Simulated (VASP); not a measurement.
# Br (Pm-3m) in VASP: notebook, part 2 of 2

VASP 6.6.1.

### 5 Single point, r2SCAN

This run uses another cell than the first one, of 32.40 Å³/atom, 1.087 times its volume.

POSCAR

```
Br
1.0
    4.5976400000      0.0000000000      0.0000000000
    0.0000000000      4.5976400000      0.0000000000
    0.0000000000      0.0000000000      4.5976400000
Br
3
Direct
    0.5000000000      0.0000000000      0.0000000000
    0.0000000000      0.5000000000      0.0000000000
    0.0000000000      0.0000000000      0.5000000000
```

INCAR.step1

```
  PREC = Accurate
  ENCUT = 520
  ISMEAR = 0
  SIGMA = 0.15
  LREAL = F
  LASPH = T
  NELM = 100
  NBANDS = 18
  GGA = PE
  ALGO = Normal
  EDIFF = 1E-4
  LWAVE = T
  LCHARG = F
```

INCAR.step2

```
  PREC = Accurate
  ENCUT = 520
  EDIFF = 1E-6
  ISMEAR = 0
  SIGMA = 0.15
  LREAL = F
  LASPH = T
  NELM = 100
  ALGO = Normal
  ISIF = 2
  LWAVE = F
  LCHARG = F
  METAGGA = R2SCAN
  LMIXTAU = T
  NBANDS = 18
  ISTART = 1
```

KPOINTS

```
Automatic mesh
0
Gamma
  5 5 5
```

Potentials or basis: VASP PAW PBE potentials, release 64 (Br).

The run is started by

```bash
$ cat potpaw_PBE.64/Br/POTCAR > POTCAR
$ cp INCAR.step1 INCAR
$ mpirun -np 1 vasp_std > vasp.out
$ cp INCAR.step2 INCAR
$ mpirun -np 1 vasp_std > vasp.out
```

OUTCAR:

```text
PREC = Accurate
   ENCUT = 520
   EDIFF = 1E-6
   ISMEAR = 0
   LREAL = F
   LASPH = T
   NELM = 100
   ISIF = 2
   METAGGA = R2SCAN
   ISTART = 1

 ion  position               nearest neighbor table
   1  0.500  0.000  0.000-
   2  0.000  0.500  0.000-
   3  0.000  0.000  0.500-

  LATTYP: Found a simple cubic cell.
 ALAT       =     4.5976400000

  Lattice vectors:

 A1 = (   4.5976400000,   0.0000000000,   0.0000000000)
 A2 = (   0.0000000000,   4.5976400000,   0.0000000000)
 A3 = (   0.0000000000,   0.0000000000,   4.5976400000)

Analysis of symmetry for initial positions (statically):
=====================================================================
 Subroutine PRICEL returns:
 Original cell was already a primitive cell.

 Routine SETGRP: Setting up the symmetry group for a
 simple cubic supercell.

 Subroutine GETGRP returns: Found 48 space group operations
 (whereof 48 operations were pure point group operations)
 out of a pool of 48 trial point group operations.

The static configuration has the point symmetry O_h .

Analysis of symmetry for dynamics (positions and initial velocities):
=====================================================================
 Subroutine PRICEL returns:
 Original cell was already a primitive cell.

 Routine SETGRP: Setting up the symmetry group for a
 simple cubic supercell.

 Subroutine GETGRP returns: Found 48 space group operations
 (whereof 48 operations were pure point group operations)
 out of a pool of 48 trial point group operations.

The dynamic configuration has the point symmetry O_h .

 Subroutine INISYM returns: Found 48 space group operations
 (whereof 48 operations are pure point group operations),
 and found     1 'primitive' translations

[... 98 lines left out ...]
   IALGO  =     38    algorithm
   IMIX   =      4    mixing-type and parameters
     AMIX     =   0.40;   BMIX     =  1.00
     AMIX_MAG =   1.60;   BMIX_MAG =  1.00
  volume/ion in A,a.u.               =      32.40       218.62
  Fermi-wavevector in a.u.,A,eV,Ry     =   0.982380  1.856430 13.130588  0.965071
  Thomas-Fermi vector in A             =   2.113458
   LORBIT       =      0    0 simple, 1 ext, 2 COOP (PROOUT), +10 PAW based schemes
   METAGGA = R2SCAN    functional components
   LHFCALC =     F    Hartree Fock is set to
   AEXX    =    0.0000 exact exchange contribution
   IVDW    =     0    specifies the selected vdW correction
   LEPSILON=     F    determine dielectric tensor
   LRPA    =     F    only Hartree local field effects (RPA)
 non-spin polarized calculation
 Gauss-broadening in eV      SIGMA  =   0.15
  energy-cutoff  :      520.00
  volume of cell :       97.19
 maximum number of plane-waves:      2641
 NGX is ok and might be reduce to    36
   NGX = 17   NGY = 17   NGZ = 17

 number of electron      21.0000006 magnetization

 Free energy of the ion-electron system (eV)
  ---------------------------------------------------
  ext. energy  EPLUGINS =         0.00000000
  ---------------------------------------------------
  free energy    TOTEN  =       -37.75323101 eV

  energy without entropy =      -37.67779057  energy(sigma->0) =      -37.71551079

 E-fermi :  -0.2066     XC(G=0):  -8.5622

 val. band max:       -0.2510602964   @ k =   0.4000   0.0000   0.0000
 cond. band min:      -0.1479252911   @ k =   0.4000   0.2000   0.0000
 fundamental gap:      0.1031350053
 Fermi energy:        -0.2065596429

 k-point     1 :       0.0000    0.0000    0.0000
  band No.  band energies     occupation
      1     -15.9195      2.00000
      2     -14.0991      2.00000
      3     -14.0991      2.00000
      4      -3.9231      2.00000
      5      -3.9231      2.00000
      6      -3.9231      2.00000
[... 187 lines left out ...]
      5      -3.6962      2.00000
      6      -3.6609      2.00000
[... 10 lines left out ...]
     17      11.5822      0.00000
     18      12.2302      0.00000

------------------------ aborting loop because EDIFF is reached ----------------------------------------

  FORCE on cell =-STRESS in cart. coord.  units (eV):
  Direction    XX          YY          ZZ          XY          YZ          ZX
  --------------------------------------------------------------------------------------
  -------------------------------------------------------------------------------------
  Total       -0.6138740     -0.6138740     -0.6138740     -0.0000000     -0.0000000      0.0000000
  in kB      -10.1201026    -10.1201026    -10.1201026     -0.0000000     -0.0000000      0.0000000
  external PRESSURE =     -10.1201026 kB  Pullay stress =       0.0000000 kB

 VOLUME and BASIS-vectors are now :
 -----------------------------------------------------------------------------
  energy-cutoff  :      520.00
  volume of cell :       97.19
      direct lattice vectors                 reciprocal lattice vectors
     4.597640000  0.000000000  0.000000000     0.217502893  0.000000000  0.000000000
     0.000000000  4.597640000  0.000000000     0.000000000  0.217502893  0.000000000
     0.000000000  0.000000000  4.597640000     0.000000000  0.000000000  0.217502893

 POSITION                                       TOTAL-FORCE (eV/Angst)
 -----------------------------------------------------------------------------------
      2.29882      0.00000      0.00000         0.000000      0.000000      0.000000
      0.00000      2.29882      0.00000         0.000000      0.000000      0.000000
      0.00000      0.00000      2.29882         0.000000      0.000000      0.000000
 -----------------------------------------------------------------------------------
    total drift:                                0.000000      0.000000     -0.000000

  FREE ENERGIE OF THE ION-ELECTRON SYSTEM (eV)
  ---------------------------------------------------
  free  energy   TOTEN  =       -37.7532310120 eV

  energy  without entropy=      -37.6777905680  energy(sigma->0) =      -37.71551079
```

OUTCAR.step1:

```text
PREC = Accurate
   ENCUT = 520
   ISMEAR = 0
   LREAL = F
[... 419 lines left out ...]
      2.29882      0.00000      0.00000         0.000000      0.000000      0.000000
      0.00000      2.29882      0.00000         0.000000      0.000000      0.000000
      0.00000      0.00000      2.29882         0.000000      0.000000      0.000000
 -----------------------------------------------------------------------------------
    total drift:                                0.000000      0.000000     -0.000000

  FREE ENERGIE OF THE ION-ELECTRON SYSTEM (eV)
  ---------------------------------------------------
  free  energy   TOTEN  =        -3.1549269720 eV

  energy  without entropy=       -3.0795300510  energy(sigma->0) =       -3.11722851
```

OSZICAR.step1:

```text
N       E                     dE             d eps       ncg     rms          rms(c)
DAV:   1     0.132511044415E+03    0.13251E+03   -0.85211E+03   360   0.947E+02
DAV:   2     0.628130940514E+01   -0.12623E+03   -0.12348E+03   478   0.172E+02
DAV:   3    -0.308004542662E+01   -0.93614E+01   -0.92513E+01   396   0.539E+01
DAV:   4    -0.317418542802E+01   -0.94140E-01   -0.94102E-01   528   0.638E+00
DAV:   5    -0.317488164622E+01   -0.69622E-03   -0.69613E-03   444   0.542E-01    0.619E+00
DAV:   6    -0.315617123359E+01    0.18710E-01   -0.30958E-02   488   0.751E-01    0.377E+00
DAV:   7    -0.315565695345E+01    0.51428E-03   -0.30686E-02   482   0.804E-01    0.337E-01
DAV:   8    -0.315491929868E+01    0.73765E-03   -0.37015E-03   460   0.268E-01    0.298E-02
DAV:   9    -0.315492697201E+01   -0.76733E-05   -0.54651E-05   384   0.429E-02
   1 F= -.31549270E+01 E0= -.31172285E+01  d E =-.753969E-01
```

Wall time 42 s (1 thread of Intel Xeon Platinum 8488C (Sapphire Rapids), shared host); peak memory 0.2 GiB.

Results:

- Free energy: -37.7532 eV
- Pressure: -1.0 GPa

Caveat: the PAW data sets were made with another functional, which shifts forces and pressure a little; an odd number of electrons without spin polarisation forces a metal; a magnetic or distorted state may lie lower.

### 6 Single point, r2SCAN

This run uses another cell than the first one, of 33.26 Å³/atom, 1.116 times its volume.

POSCAR

```
Br
1.0
    4.6381499287      0.0000000000      0.0000000000
    0.0000000000      4.6381499287      0.0000000000
    0.0000000000      0.0000000000      4.6381499287
Br
3
Direct
    0.5000000000      0.0000000000      0.0000000000
    0.0000000000      0.5000000000      0.0000000000
    0.0000000000      0.0000000000      0.5000000000
```

INCAR.step1

```
SYSTEM = Br
ALGO = Normal
EDIFF = 1E-4
ENCUT = 520
GGA = PE
ISMEAR = 0
LASPH = .True.
LCHARG = .False.
LREAL = .False.
LWAVE = .True.
NBANDS = 18
NELM = 60
PREC = Accurate
SIGMA = 0.15
```

INCAR.step2

```
SYSTEM = Br
ALGO = Normal
EDIFF = 1E-6
ENCUT = 520
ISIF = 2
ISMEAR = 0
ISTART = 1
LASPH = .True.
LCHARG = .True.
LELF = .True.
LMIXTAU = .True.
LREAL = .False.
LVHAR = .True.
LWAVE = .False.
METAGGA = R2SCAN
NBANDS = 18
NELM = 60
PREC = Accurate
SIGMA = 0.15
```

KPOINTS

```
k-points
0
Gamma
  5 5 5
  0 0 0
```

Potentials or basis: VASP PAW PBE potentials, release 64 (Br).

The run is started by

```bash
$ cat potpaw_PBE.64/Br/POTCAR > POTCAR
$ cp INCAR.step1 INCAR
$ mpirun -np 1 vasp_std > vasp.out
$ cp INCAR.step2 INCAR
$ mpirun -np 1 vasp_std > vasp.out
```

Wall time 46 s (1 thread of Intel Xeon Platinum 8488C (Sapphire Rapids), shared host); peak memory 0.21 GiB.

Results (log left out):

| Property | Result |
| --- | --- |
| Free energy | -37.7326 eV |
| Pressure | -1.5 GPa |

Levels at points of the mesh, in eV from the Fermi level:
```
           k point  band 8  band 9  band 10  band 11  band 12  band 13
(0.00, 0.00, 0.00)   -0.93   -0.93     0.33     0.33     0.33     5.65
```

Caveat: the PAW data sets were made with another functional, which shifts forces and pressure a little; an odd number of electrons without spin polarisation forces a metal; a magnetic or distorted state may lie lower.

### 7 Overview

```csv
cell,gap on the mesh (eV),pressure (GPa)
"a = 4.472 Å, 3 atoms",none,1.3
"a = 4.514 Å, 3 atoms",none,0.4
"a = 4.556 Å, 3 atoms",none,-0.4
"a = 4.598 Å, 3 atoms",none,-1.0
"a = 4.638 Å, 3 atoms",none,-1.5
```

Alike in all rows: task single point; level r2SCAN; potentials or basis VASP PAW PBE potentials, release 64 (Br); no spin polarisation; k mesh 5 × 5 × 5; cutoff (eV) 520; smearing gaussian 0.15 eV.

Caveats: the PAW data sets were made with another functional, which shifts forces and pressure a little; an odd number of electrons without spin polarisation forces a metal; a magnetic or distorted state may lie lower.

Absolute energies hang on the potentials; compare differences alone.
